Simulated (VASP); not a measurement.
ZnS (wurtzite type): single point with PBE

The system is ZnS (wurtzite type).

```
Zn S
1.0
     3.55266    0.00000    0.00000
    -1.77633    3.07669    0.00000
     0.00000    0.00000    5.90933
Zn S
2 2
Direct
  0.33333 0.66667 0.00308
  0.66667 0.33333 0.50308
  0.33333 0.66667 0.37292
  0.66667 0.33333 0.87292
```

- Program: VASP 6.6.1
- Task: single point
- Functional: PBE
- Potentials or basis: VASP PAW PBE potentials, release 64 (Zn, S)
- Cutoff: 520 eV
- k mesh: 10 × 10 × 6
- Occupations: fermi-dirac, width 0.05 eV
- Spin: no spin polarisation

The pressure is 25.5 GPa and the band gap on the k mesh is 3.07 eV.

Levels at points of the mesh, in eV from the valence-band top:
| k point | band 14 | band 15 | band 16 | band 17 | band 18 | band 19 | band 20 | band 21 | band 22 | band 23 |
| --- | --- | --- | --- | --- | --- | --- | --- | --- | --- | --- |
| (0.00, 0.00, 0.00) | -1.20 | -1.20 | -0.21 | 0.00 | 0.00 | 3.07 | 3.54 | 6.13 | 6.13 | 6.18 |
| (0.50, 0.00, 0.00) | -4.99 | -4.35 | -3.01 | -2.42 | -1.19 | 3.43 | 4.61 | 4.80 | 6.63 | 8.01 |
| (0.00, 0.00, 0.50) | -3.50 | -0.64 | -0.64 | -0.64 | -0.64 | 4.11 | 4.11 | 6.64 | 6.64 | 6.64 |
| (0.50, 0.00, 0.50) | -5.87 | -2.28 | -2.28 | -2.18 | -2.18 | 3.40 | 3.40 | 4.98 | 4.98 | 8.95 |

Run time: 2.2 min on 1 thread of Intel Xeon 8259CL, on a shared host, peak memory 0.23 GiB.

Caveat: the cell stands under pressure. A k mesh can miss the band edges.
